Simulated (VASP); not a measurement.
A run of VASP 6.6.1:

INCAR

```
SYSTEM = GaN
ALGO = Normal
EDIFF = 1E-6
ENCUT = 600
GGA = PE
GGA_COMPAT = .FALSE.
ISIF = 2
ISMEAR = 0
LASPH = .TRUE.
LCHARG = .FALSE.
LREAL = .FALSE.
LWAVE = .FALSE.
NBANDS = 16
NELM = 120
PREC = Accurate
SIGMA = 0.02
```

KPOINTS

```
k-points
0
G
  10 10 10
  0 0 0
```

POSCAR

```
GaN
1.0
    0.0000000000      2.2443977324      2.2443977324
    2.2443977324      0.0000000000      2.2443977324
    2.2443977324      2.2443977324      0.0000000000
Ga N
1 1
Direct
    0.0000000000      0.0000000000      0.0000000000
    0.2500000000      0.2500000000      0.2500000000
```

Potentials or basis: VASP PAW PBE potentials, release 64 (Ga_d, N).

The run is started by

```console
$ cat potpaw_PBE.64/Ga_d/POTCAR potpaw_PBE.64/N/POTCAR > POTCAR
$ mpirun -np 1 vasp_std > vasp.out
```

Hardware: 1 thread of Intel(R) Xeon(R) 6975P-C (Granite Rapids) (shared host).

**Question.** Estimate the wall time of this run.

**Answer.** Run time: 12 s on 1 thread of Intel(R) Xeon(R) 6975P-C (Granite Rapids), on a shared host, peak memory 0.16 GiB. Counts: scf iterations 13, k points 47.
